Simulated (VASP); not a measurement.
# KTaO3 (P4/mmm) in VASP: single point with r2SCAN

Aim: the single point of KTaO3 with r2SCAN.

Program: VASP 6.6.1. These are calculated values, not measurements. Logs are shortened: lines on timing, memory, paths and dates and some standing lists are left out, and cuts for length are marked.

**1. The cell of the first run**

It takes space group P4/mmm (No. 123, tetragonal). Conventional cell: a = 3.889 Å, b = 3.889 Å, c = 4.188 Å, α = 90.00°, β = 90.00°, γ = 90.00°. Within 3.6 Å of K (site symmetry 4/mmm) lie 12 O at 2.75 to 2.86 Å and 8 Ta at 3.46 Å. Within 2.6 Å of Ta (site symmetry 4/mmm) lie 6 O at 1.94 to 2.09 Å. O (site symmetry mmm) has 2 Ta at 1.94 Å within 2.6 Å. O (site symmetry 4/mmm) has 2 Ta at 2.09 Å and 4 K at 2.75 Å and 8 O at 2.86 Å within 2.9 Å.

**2. Single point, r2SCAN (strain -0.025 along x and y, +0.050 along z)**

The input, POSCAR:

```
KTaO3
1.0
    3.8885925000      0.0000000000      0.0000000000
    0.0000000000      3.8885925000      0.0000000000
    0.0000000000      0.0000000000      4.1877150000
K Ta O
1 1 3
Direct
    0.5000000000      0.5000000000      0.5000000000
    0.0000000000      0.0000000000      0.0000000000
    0.5000000000      0.0000000000      0.0000000000
    0.0000000000      0.5000000000      0.0000000000
    0.0000000000      0.0000000000      0.5000000000
```

The input, INCAR.step1:

```
PREC = Accurate
ENCUT = 770
ISMEAR = 0
SIGMA = 0.05
LREAL = F
LASPH = T
NELM = 120
NBANDS = 28
GGA = PE
ALGO = Normal
EDIFF = 1E-5
LWAVE = T
LCHARG = F
GGA_COMPAT = F
```

The input, INCAR.step2:

```
PREC = Accurate
ENCUT = 770
EDIFF = 1E-6
ISMEAR = 0
SIGMA = 0.05
LREAL = F
LASPH = T
NELM = 120
ALGO = Normal
ISIF = 2
LWAVE = F
LCHARG = T
METAGGA = R2SCAN
LMIXTAU = T
LELF = T
LVHAR = T
NBANDS = 28
ISTART = 1
GGA_COMPAT = F
```

The input, KPOINTS:

```
Automatic mesh
0
Gamma
  6 6 6
```

Potentials or basis: VASP PAW PBE potentials, release 64 (K_sv, Ta_sv_GW, O).

Run with:

```
cat potpaw_PBE.64/K_sv/POTCAR potpaw_PBE.64/Ta_sv_GW/POTCAR potpaw_PBE.64/O/POTCAR > POTCAR
cp INCAR.step1 INCAR
mpirun -np 1 vasp_std > vasp.out
cp INCAR.step2 INCAR
mpirun -np 1 vasp_std > vasp.out
```

OUTCAR:

```text
PREC = Accurate
   ENCUT = 770
   EDIFF = 1E-6
   ISMEAR = 0
   LREAL = F
   LASPH = T
   NELM = 120
   ISIF = 2
   METAGGA = R2SCAN
   ISTART = 1

 ion  position               nearest neighbor table
   1  0.500  0.500  0.500-   5 2.75   5 2.75   5 2.75   5 2.75   4 2.86   3 2.86   4 2.86   3 2.86
                             4 2.86   3 2.86   4 2.86   3 2.86   2 3.46   2 3.46   2 3.46   2 3.46
   2  0.000  0.000  0.000-   3 1.94   4 1.94   4 1.94   3 1.94   5 2.09   5 2.09   1 3.46   1 3.46
                             1 3.46   1 3.46   1 3.46   1 3.46   1 3.46   1 3.46
   3  0.500  0.000  0.000-   2 1.94   2 1.94   1 2.86   1 2.86   1 2.86   1 2.86
   4  0.000  0.500  0.000-   2 1.94   2 1.94   1 2.86   1 2.86   1 2.86   1 2.86
   5  0.000  0.000  0.500-   2 2.09   2 2.09   1 2.75   1 2.75   1 2.75   1 2.75

  LATTYP: Found a simple tetragonal cell.
 ALAT       =     3.8885925000
 C/A-ratio  =     1.0769230769

  Lattice vectors:

 A1 = (   3.8885925000,   0.0000000000,   0.0000000000)
 A2 = (   0.0000000000,   3.8885925000,   0.0000000000)
 A3 = (   0.0000000000,   0.0000000000,   4.1877150000)

Analysis of symmetry for initial positions (statically):
=====================================================================
 Subroutine PRICEL returns:
 Original cell was already a primitive cell.

 Routine SETGRP: Setting up the symmetry group for a
 simple tetragonal supercell.

 Subroutine GETGRP returns: Found 16 space group operations
 (whereof 16 operations were pure point group operations)
 out of a pool of 16 trial point group operations.

The static configuration has the point symmetry D_4h.

Analysis of symmetry for dynamics (positions and initial velocities):
=====================================================================
 Subroutine PRICEL returns:
 Original cell was already a primitive cell.

 Routine SETGRP: Setting up the symmetry group for a
 simple tetragonal supercell.

 Subroutine GETGRP returns: Found 16 space group operations
 (whereof 16 operations were pure point group operations)
 out of a pool of 16 trial point group operations.

The dynamic configuration has the point symmetry D_4h.

 Subroutine INISYM returns: Found 16 space group operations
 (whereof 16 operations are pure point group operations),
 and found     1 'primitive' translations

[... 99 lines left out ...]
   NELM   =    120;   NELMIN=  2; NELMDL=  0     # of ELM steps
   EDIFF  = 0.1E-05   stopping-criterion for ELM
   LREAL  =      F    real-space projection
   EDIFFG = 0.1E-04   stopping-criterion for IOM
   NSW    =      0    number of steps for IOM
   IBRION =     -1    ionic relax: 0-MD 1-quasi-New 2-CG
   NFREE  =      0    steps in history (QN), initial steepest desc. (CG)
   ISIF   =      2    stress and relaxation
   ISYM   =      2    0-nonsym 1-usesym 2-fastsym
   POTIM  = 0.5000    time-step for ionic-motion
   TEBEG  =    0.0;   TEEND  =   0.0 temperature during run
   PSTRESS=    0.0 pullay stress
   NELECT =      40.0000    total number of electrons
   NUPDOWN=      -1.0000    fix difference up-down
   EMIN   =  10.00;   EMAX   =-10.00  energy-range for DOS
   EFERMI =   0.00;   METHOD = LEGACY
   ISMEAR =     0;   SIGMA  =   0.05  broadening in eV -4-tet -1-fermi 0-gaus
   EFERMI_NEDOS =   21; number of points for ismear=-14 and -15
   IALGO  =     38    algorithm
   IMIX   =      4    mixing-type and parameters
     AMIX     =   0.40;   BMIX     =  1.00
     AMIX_MAG =   1.60;   BMIX_MAG =  1.00
  volume/ion in A,a.u.               =      12.66        85.47
  Fermi-wavevector in a.u.,A,eV,Ry     =   1.404670  2.654441 26.845608  1.973097
  Thomas-Fermi vector in A             =   2.527208
   LORBIT       =      0    0 simple, 1 ext, 2 COOP (PROOUT), +10 PAW based schemes
   METAGGA = R2SCAN    functional components
   LHFCALC =     F    Hartree Fock is set to
   AEXX    =    0.0000 exact exchange contribution
   IVDW    =     0    specifies the selected vdW correction
   LEPSILON=     F    determine dielectric tensor
   LRPA    =     F    only Hartree local field effects (RPA)
 non-spin polarized calculation
 Gauss-broadening in eV      SIGMA  =   0.05
  energy-cutoff  :      770.00
  volume of cell :       63.32
 maximum number of plane-waves:      3104
 NGX is ok and might be reduce to    36
   NGX = 17   NGY = 17   NGZ = 19

 number of electron      40.0000004 magnetization

 Free energy of the ion-electron system (eV)
  ---------------------------------------------------
  ext. energy  EPLUGINS =         0.00000000
  ---------------------------------------------------
  free energy    TOTEN  =       -89.54705263 eV

  energy without entropy =      -89.54705263  energy(sigma->0) =      -89.54705263

 E-fermi :   3.3124     XC(G=0): -11.6588

 val. band max:        2.9048509494   @ k =   0.5000   0.5000   0.5000
 cond. band min:       5.4168250093   @ k =   0.0000   0.0000   0.0000
 fundamental gap:      2.5119740599
 Fermi energy:         3.3123715718

 k-point     1 :       0.0000    0.0000    0.0000
  band No.  band energies     occupation
      1     -66.6649      2.00000
      2     -32.3933      2.00000
      3     -32.3933      2.00000
      4     -32.2928      2.00000
      5     -25.5731      2.00000
      6     -15.9748      2.00000
[... 733 lines left out ...]
     27      14.1737      0.00000
     28      14.6881      0.00000

 [... further k-points ...]

------------------------ aborting loop because EDIFF is reached ----------------------------------------

  FORCE on cell =-STRESS in cart. coord.  units (eV):
  Direction    XX          YY          ZZ          XY          YZ          ZX
  --------------------------------------------------------------------------------------
  -------------------------------------------------------------------------------------
  Total        4.6773063      4.6773063     -5.7897357      0.0000000      0.0000000      0.0000000
  in kB      118.3435007    118.3435007   -146.4897838      0.0000000      0.0000000      0.0000000
  external PRESSURE =      30.0657392 kB  Pullay stress =       0.0000000 kB

 VOLUME and BASIS-vectors are now :
 -----------------------------------------------------------------------------
  energy-cutoff  :      770.00
  volume of cell :       63.32
      direct lattice vectors                 reciprocal lattice vectors
     3.888592500  0.000000000  0.000000000     0.257162457  0.000000000  0.000000000
     0.000000000  3.888592500  0.000000000     0.000000000  0.257162457  0.000000000
     0.000000000  0.000000000  4.187715000     0.000000000  0.000000000  0.238793710

 POSITION                                       TOTAL-FORCE (eV/Angst)
 -----------------------------------------------------------------------------------
      1.94430      1.94430      2.09386         0.000000      0.000000      0.000000
      0.00000      0.00000      0.00000         0.000000      0.000000      0.000000
      1.94430      0.00000      0.00000         0.000000      0.000000      0.000000
      0.00000      1.94430      0.00000         0.000000      0.000000      0.000000
      0.00000      0.00000      2.09386         0.000000      0.000000      0.000000
 -----------------------------------------------------------------------------------
    total drift:                                0.000000      0.000000     -0.000000

  FREE ENERGIE OF THE ION-ELECTRON SYSTEM (eV)
  ---------------------------------------------------
  free  energy   TOTEN  =       -89.5470526292 eV

  energy  without entropy=      -89.5470526292  energy(sigma->0) =      -89.54705263
```

OUTCAR.step1:

```text
PREC = Accurate
   ENCUT = 770
   ISMEAR = 0
   LREAL = F
[... 980 lines left out ...]
      0.00000      0.00000      0.00000         0.000000      0.000000      0.000000
      1.94430      0.00000      0.00000         0.000000      0.000000      0.000000
      0.00000      1.94430      0.00000         0.000000      0.000000      0.000000
      0.00000      0.00000      2.09386         0.000000      0.000000      0.000000
 -----------------------------------------------------------------------------------
    total drift:                                0.000000      0.000000     -0.000000

  FREE ENERGIE OF THE ION-ELECTRON SYSTEM (eV)
  ---------------------------------------------------
  free  energy   TOTEN  =       -43.3517299287 eV

  energy  without entropy=      -43.3517299287  energy(sigma->0) =      -43.35172993
```

Run time: 3.1 min. Hardware: 1 thread of Intel Xeon 6975P-C (Granite Rapids), shared host; peak memory 0.31 GiB.

What came out:

```yaml
Free_energy: -89.5471 eV
Pressure: 3.0 GPa
Band_gap_on_the_k_mesh: 2.51 eV (least direct gap 3.06 eV)
```

Stress tensor (GPa, compression positive):
```
 11.83   0.00   0.00
  0.00  11.83   0.00
  0.00   0.00 -14.65
```

Caveat: the cell differs from its parent crystal (strain -0.025 along x and y, +0.050 along z); the stress differs along the axes, from -15 to 12 GPa; the PAW data sets were made with another functional, which shifts forces and pressure a little; spin-orbit coupling is left out, which moves the levels of the heavy elements. A k mesh can miss the band edges.
